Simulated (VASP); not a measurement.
# KMgPd3 (Pm-3m) in VASP: a series of runs

The runs below take KMgPd3 through single point, relaxation of cell and atoms, with PBE.

Program: VASP 6.6.1. These are calculated values, not measurements. Logs are shortened: lines on timing, memory, paths and dates and some standing lists are left out, and cuts for length are marked.

### Step 1. The cell of the first run

It takes space group Pm-3m (No. 221, cubic). Conventional cell: a = 4.294 Å, b = 4.294 Å, c = 4.294 Å, α = 90.00°, β = 90.00°, γ = 90.00°. Within 4.0 Å of K (site symmetry m-3m) lie 12 Pd at 3.04 Å and 8 Mg at 3.72 Å. Within 2.8 Å of Mg (site symmetry m-3m) lie 6 Pd at 2.15 Å. Pd (site symmetry 4/mmm) has 2 Mg at 2.15 Å within 2.8 Å.

The cell was built from a structure type or drawn by symmetry, and may not be a known phase.

### Step 2. Single point, PBE

Input file INCAR:

```
SYSTEM = KMgPd3
PREC = Accurate ; ENCUT = 600
EDIFF = 1E-6 ; ISMEAR = 0
SIGMA = 0.1 ; LREAL = .FALSE.
LASPH = .TRUE. ; NELM = 120
ALGO = Normal ; ISIF = 2
LWAVE = .FALSE. ; LCHARG = .FALSE.
GGA = PE ; NBANDS = 28
GGA_COMPAT = .FALSE.
```

Input file KPOINTS:

```
Automatic mesh
0
G
  4 4 4
  0 0 0
```

Input file POSCAR:

```
KMgPd3
1.0
    4.2936964100      0.0000000000      0.0000000000
    0.0000000000      4.2936964100      0.0000000000
    0.0000000000      0.0000000000      4.2936964100
K Mg Pd
1 1 3
Direct
    0.5000000000      0.5000000000      0.5000000000
    0.0000000000      0.0000000000      0.0000000000
    0.5000000000      0.0000000000      0.0000000000
    0.0000000000      0.5000000000      0.0000000000
    0.0000000000      0.0000000000      0.5000000000
```

Potentials or basis: VASP PAW PBE potentials, release 64 (K_sv, Mg, Pd).

On the command line:

```sh
$ cat potpaw_PBE.64/K_sv/POTCAR potpaw_PBE.64/Mg/POTCAR potpaw_PBE.64/Pd/POTCAR > POTCAR
$ mpirun -np 1 vasp_std > vasp.out
```

OUTCAR:

```text
SYSTEM = KMgPd3
   PREC = Accurate
   ENCUT = 600
   EDIFF = 1E-6
   ISMEAR = 0
   LREAL = .FALSE.
   LASPH = .TRUE.
   NELM = 120
   ISIF = 2
   GGA = PE

 ion  position               nearest neighbor table
   1  0.500  0.500  0.500-   3 3.04   4 3.04   5 3.04   3 3.04   4 3.04   3 3.04   5 3.04   3 3.04
                             4 3.04   5 3.04   4 3.04   5 3.04   2 3.72   2 3.72   2 3.72   2 3.72
   2  0.000  0.000  0.000-   3 2.15   4 2.15   5 2.15   5 2.15   4 2.15   3 2.15   1 3.72   1 3.72
                             1 3.72   1 3.72   1 3.72   1 3.72   1 3.72   1 3.72
   3  0.500  0.000  0.000-   2 2.15   2 2.15   4 3.04   5 3.04   1 3.04   5 3.04   1 3.04   4 3.04
                             1 3.04   1 3.04   4 3.04   5 3.04   5 3.04   4 3.04
   4  0.000  0.500  0.000-   2 2.15   2 2.15   3 3.04   5 3.04   1 3.04   5 3.04   1 3.04   3 3.04
                             5 3.04   5 3.04   1 3.04   3 3.04   1 3.04   3 3.04
   5  0.000  0.000  0.500-   2 2.15   2 2.15   3 3.04   4 3.04   1 3.04   3 3.04   4 3.04   1 3.04
                             4 3.04   4 3.04   1 3.04   3 3.04   3 3.04   1 3.04

  LATTYP: Found a simple cubic cell.
 ALAT       =     4.2936964100

  Lattice vectors:

 A1 = (   4.2936964100,   0.0000000000,   0.0000000000)
 A2 = (   0.0000000000,   4.2936964100,   0.0000000000)
 A3 = (   0.0000000000,   0.0000000000,   4.2936964100)

Analysis of symmetry for initial positions (statically):
=====================================================================
 Subroutine PRICEL returns:
 Original cell was already a primitive cell.

 Routine SETGRP: Setting up the symmetry group for a
 simple cubic supercell.

 Subroutine GETGRP returns: Found 48 space group operations
 (whereof 48 operations were pure point group operations)
 out of a pool of 48 trial point group operations.

The static configuration has the point symmetry O_h .

Analysis of symmetry for dynamics (positions and initial velocities):
=====================================================================
 Subroutine PRICEL returns:
 Original cell was already a primitive cell.

 Routine SETGRP: Setting up the symmetry group for a
 simple cubic supercell.

 Subroutine GETGRP returns: Found 48 space group operations
 (whereof 48 operations were pure point group operations)
 out of a pool of 48 trial point group operations.

The dynamic configuration has the point symmetry O_h .

 Subroutine INISYM returns: Found 48 space group operations
 (whereof 48 operations are pure point group operations),
 and found     1 'primitive' translations

----------------------------------------------------------------------------------------

                                     Primitive cell

  volume of cell :      79.1579

  direct lattice vectors                    reciprocal lattice vectors
     4.293696410  0.000000000  0.000000000     0.232899559  0.000000000  0.000000000
     0.000000000  4.293696410  0.000000000     0.000000000  0.232899559  0.000000000
     0.000000000  0.000000000  4.293696410     0.000000000  0.000000000  0.232899559

  length of vectors
     4.293696410  4.293696410  4.293696410     0.232899559  0.232899559  0.232899559

  position of ions in fractional coordinates (direct lattice)
     0.500000000  0.500000000  0.500000000
     0.000000000  0.000000000  0.000000000
     0.500000000  0.000000000  0.000000000
     0.000000000  0.500000000  0.000000000
     0.000000000  0.000000000  0.500000000

  ion indices of the primitive-cell ions
   primitive index   ion index
                 1           1
                 2           2
                 3           3
                 4           4
                 5           5

----------------------------------------------------------------------------------------

 KPOINTS: Automatic mesh

Automatic generation of k-mesh.
 Grid dimensions read from file:
 generate k-points for:    4    4    4

 Generating k-lattice:

  Cartesian coordinates                     Fractional coordinates (reciprocal lattice)
     0.058224890  0.000000000  0.000000000     0.250000000  0.000000000  0.000000000
     0.000000000  0.058224890  0.000000000     0.000000000  0.250000000  0.000000000
     0.000000000  0.000000000  0.058224890     0.000000000  0.000000000  0.250000000

  Length of vectors
     0.058224890  0.058224890  0.058224890

  Shift w.r.t. Gamma in fractional coordinates (k-lattice)
     0.000000000  0.000000000  0.000000000

 Subroutine IBZKPT returns following result:
 ===========================================

 Found     10 irreducible k-points:

 Following reciprocal coordinates:
            Coordinates               Weight
  0.000000  0.000000  0.000000      1.000000
  0.250000  0.000000  0.000000      6.000000
  0.500000  0.000000  0.000000      3.000000
  0.250000  0.250000  0.000000     12.000000
  0.500000  0.250000  0.000000     12.000000
  0.500000  0.500000  0.000000      3.000000
  0.250000  0.250000  0.250000      8.000000
  0.500000  0.250000  0.250000     12.000000
  0.500000  0.500000  0.250000      6.000000
  0.500000  0.500000  0.500000      1.000000
   k-points           NKPTS =     10   k-points in BZ     NKDIM =     10   number of bands    NBANDS=     28
   number of dos      NEDOS =    301   number of ions     NIONS =      5
   total plane-waves  NPLWV =  46656
   dimension x,y,z NGX =    36 NGY =   36 NGZ =   36
   dimension x,y,z NGXF=    72 NGYF=   72 NGZF=   72
   ions per type =               1   1   3
   NGX,Y,Z   is equivalent  to a cutoff of  13.94, 13.94, 13.94 a.u.
   NGXF,Y,Z  is equivalent  to a cutoff of  27.88, 27.88, 27.88 a.u.
 SYSTEM =  KMgPd3
   PREC   = accura    normal or accurate (medium, high low for compatibility)
   ISTART =      0    job   : 0-new  1-cont  2-samecut
   ICHARG =      2    charge: 1-file 2-atom 10-const
   ISPIN  =      1    spin polarized calculation?
   LNONCOLLINEAR =      F non collinear calculations
   LSORBIT =      F    spin-orbit coupling
   LASPH  =      T    aspherical Exc in radial PAW
   ENCUT  =  600.0 eV  44.10 Ry    6.64 a.u.   8.58  8.58  8.58*2*pi/ulx,y,z
   NELM   =    120;   NELMIN=  2; NELMDL= -5     # of ELM steps
   EDIFF  = 0.1E-05   stopping-criterion for ELM
   LREAL  =      F    real-space projection
   EDIFFG = 0.1E-04   stopping-criterion for IOM
   NSW    =      0    number of steps for IOM
   IBRION =     -1    ionic relax: 0-MD 1-quasi-New 2-CG
   NFREE  =      0    steps in history (QN), initial steepest desc. (CG)
   ISIF   =      2    stress and relaxation
   ISYM   =      2    0-nonsym 1-usesym 2-fastsym
   POTIM  = 0.5000    time-step for ionic-motion
   TEBEG  =    0.0;   TEEND  =   0.0 temperature during run
   PSTRESS=    0.0 pullay stress
   NELECT =      41.0000    total number of electrons
   NUPDOWN=      -1.0000    fix difference up-down
   EMIN   =  10.00;   EMAX   =-10.00  energy-range for DOS
   EFERMI =   0.00;   METHOD = LEGACY
   ISMEAR =     0;   SIGMA  =   0.10  broadening in eV -4-tet -1-fermi 0-gaus
   EFERMI_NEDOS =   21; number of points for ismear=-14 and -15
   IALGO  =     38    algorithm
   IMIX   =      4    mixing-type and parameters
     AMIX     =   0.40;   BMIX     =  1.00
     AMIX_MAG =   1.60;   BMIX_MAG =  1.00
  volume/ion in A,a.u.               =      15.83       106.84
  Fermi-wavevector in a.u.,A,eV,Ry     =   1.314735  2.484488 23.518041  1.728527
  Thomas-Fermi vector in A             =   2.444967
   LORBIT       =      0    0 simple, 1 ext, 2 COOP (PROOUT), +10 PAW based schemes
   GGA     = PE    functional components
   LHFCALC =     F    Hartree Fock is set to
   AEXX    =    0.0000 exact exchange contribution
   IVDW    =     0    specifies the selected vdW correction
   LEPSILON=     F    determine dielectric tensor
   LRPA    =     F    only Hartree local field effects (RPA)
 non-spin polarized calculation
 Gauss-broadening in eV      SIGMA  =   0.10
  energy-cutoff  :      600.00
  volume of cell :       79.16
 maximum number of plane-waves:      2680
 NGX is ok and might be reduce to    36
   NGX = 17   NGY = 17   NGZ = 17

 number of electron      40.9999986 magnetization

 Free energy of the ion-electron system (eV)
  ---------------------------------------------------
  ext. energy  EPLUGINS =         0.00000000
  ---------------------------------------------------
  free energy    TOTEN  =       -14.12893250 eV

  energy without entropy =      -14.12548499  energy(sigma->0) =      -14.12720875

 E-fermi :   6.9307     XC(G=0): -11.6030

 val. band max:        6.8629307391   @ k =   0.2500   0.0000   0.0000
 cond. band min:       7.1455300781   @ k =   0.2500   0.2500   0.0000
 fundamental gap:      0.2825993390
 Fermi energy:         6.9306681914

 k-point     1 :       0.0000    0.0000    0.0000
  band No.  band energies     occupation
      1     -22.3361      2.00000
      2      -5.9682      2.00000
      3      -5.9682      2.00000
      4      -5.9682      2.00000
      5      -0.0283      2.00000
      6       2.3536      2.00000
[... 20 lines left out ...]
     27      16.1189      0.00000
     28      16.1190      0.00000

 k-point     2 :       0.2500    0.0000    0.0000
  band No.  band energies     occupation
      1     -22.3312      2.00000
      2      -6.0919      2.00000
      3      -5.9803      2.00000
      4      -5.9803      2.00000
      5       0.4781      2.00000
      6       2.4449      2.00000
[... 20 lines left out ...]
     27      14.8166      0.00000
     28      14.8166      0.00000

 k-point     3 :       0.5000    0.0000    0.0000
  band No.  band energies     occupation
      1     -22.3262      2.00000
      2      -6.2088      2.00000
      3      -5.9923      2.00000
      4      -5.9923      2.00000
      5       1.1767      2.00000
      6       2.5471      2.00000
[... 20 lines left out ...]
     27      14.8386      0.00000
     28      14.8675      0.00000

 k-point     4 :       0.2500    0.2500    0.0000
  band No.  band energies     occupation
      1     -22.3271      2.00000
      2      -6.1023      2.00000
      3      -6.0587      2.00000
      4      -5.9902      2.00000
      5       0.9218      2.00000
      6       2.6316      2.00000
[... 20 lines left out ...]
     27      14.2540      0.00000
     28      15.9131      0.00000

 k-point     5 :       0.5000    0.2500    0.0000
  band No.  band energies     occupation
      1     -22.3231      2.00000
      2      -6.1768      2.00000
      3      -6.0695      2.00000
      4      -6.0000      2.00000
      5       1.5810      2.00000
      6       2.7424      2.00000
[... 20 lines left out ...]
     27      14.6458      0.00000
     28      15.4408      0.00000

 k-point     6 :       0.5000    0.5000    0.0000
  band No.  band energies     occupation
      1     -22.3199      2.00000
      2      -6.1446      2.00000
      3      -6.1446      2.00000
      4      -6.0078      2.00000
      5       2.3693      2.00000
      6       2.6075      2.00000
[... 20 lines left out ...]
     27      14.4406      0.00000
     28      15.6051      0.00000

 k-point     7 :       0.2500    0.2500    0.2500
  band No.  band energies     occupation
      1     -22.3240      2.00000
      2      -6.1091      2.00000
      3      -6.0481      2.00000
      4      -6.0481      2.00000
      5       1.2400      2.00000
      6       2.7519      2.00000
[... 20 lines left out ...]
     27      15.0323      0.00000
     28      15.0323      0.00000

 k-point     8 :       0.5000    0.2500    0.2500
  band No.  band energies     occupation
      1     -22.3208      2.00000
      2      -6.1446      2.00000
      3      -6.0756      2.00000
      4      -6.0375      2.00000
      5       1.7194      2.00000
      6       2.4255      2.00000
[... 20 lines left out ...]
     27      15.6368      0.00000
     28      16.0082      0.00000

 k-point     9 :       0.5000    0.5000    0.2500
  band No.  band energies     occupation
      1     -22.3186      2.00000
      2      -6.1121      2.00000
      3      -6.1121      2.00000
      4      -6.0437      2.00000
      5       2.0464      2.00000
      6       2.1542      2.00000
[... 20 lines left out ...]
     27      16.0236      0.00000
     28      16.1369      0.00000

 k-point    10 :       0.5000    0.5000    0.5000
  band No.  band energies     occupation
      1     -22.3172      2.00000
      2      -6.0792      2.00000
      3      -6.0792      2.00000
      4      -6.0792      2.00000
      5       1.8572      2.00000
      6       1.8572      2.00000
[... 20 lines left out ...]
     27      16.5112      0.00000
     28      16.5112      0.00000

------------------------ aborting loop because EDIFF is reached ----------------------------------------

  FORCE on cell =-STRESS in cart. coord.  units (eV):
  Direction    XX          YY          ZZ          XY          YZ          ZX
  --------------------------------------------------------------------------------------
  -------------------------------------------------------------------------------------
  Total       19.1444281     19.1444281     19.1444281      0.0000000      0.0000000      0.0000000
  in kB      387.4886418    387.4886418    387.4886418      0.0000000      0.0000000      0.0000000
  external PRESSURE =     387.4886418 kB  Pullay stress =       0.0000000 kB

 VOLUME and BASIS-vectors are now :
 -----------------------------------------------------------------------------
  energy-cutoff  :      600.00
  volume of cell :       79.16
      direct lattice vectors                 reciprocal lattice vectors
     4.293696410  0.000000000  0.000000000     0.232899559  0.000000000  0.000000000
     0.000000000  4.293696410  0.000000000     0.000000000  0.232899559  0.000000000
     0.000000000  0.000000000  4.293696410     0.000000000  0.000000000  0.232899559

 POSITION                                       TOTAL-FORCE (eV/Angst)
 -----------------------------------------------------------------------------------
      2.14685      2.14685      2.14685         0.000000      0.000000      0.000000
      0.00000      0.00000      0.00000         0.000000      0.000000      0.000000
      2.14685      0.00000      0.00000         0.000000      0.000000      0.000000
      0.00000      2.14685      0.00000         0.000000      0.000000      0.000000
      0.00000      0.00000      2.14685         0.000000      0.000000      0.000000
 -----------------------------------------------------------------------------------
    total drift:                                0.000000      0.000000     -0.000000

  FREE ENERGIE OF THE ION-ELECTRON SYSTEM (eV)
  ---------------------------------------------------
  free  energy   TOTEN  =       -14.1289325025 eV

  energy  without entropy=      -14.1254849930  energy(sigma->0) =      -14.12720875
```

It took 23 s on 1 thread of Intel Xeon Platinum 8259CL at 2.50GHz (Skylake/Cascade Lake), shared host; peak memory 0.22 GiB.

Results:

* Free energy: -14.1289 eV
* Pressure: 38.7 GPa
* Band gap on the k mesh: zero (an odd number of electrons rules out a gap without spin polarisation)

Levels at points of the mesh, in eV from the Fermi level:
```csv
k point,band 16,band 17,band 18,band 19,band 20,band 21,band 22,band 23,band 24,band 25
"(0.00, 0.00, 0.00)",-2.04,-1.05,-1.05,-1.05,-0.78,2.05,2.05,2.05,4.38,4.38
"(0.50, 0.00, 0.00)",-2.31,-1.82,-1.79,-1.79,-1.55,-1.05,3.47,3.47,5.07,5.73
"(0.50, 0.50, 0.00)",-2.36,-2.16,-2.01,-1.90,-1.52,0.77,0.98,0.98,5.53,5.53
"(0.50, 0.50, 0.50)",-1.63,-1.14,-1.03,-1.03,-1.03,1.93,1.93,1.93,2.31,2.31
```

Caveat: the k points lie up to 0.37 Å⁻¹ apart, too coarse for converged energies and pressures of a metal.

(Continued in part 2 of 3.)
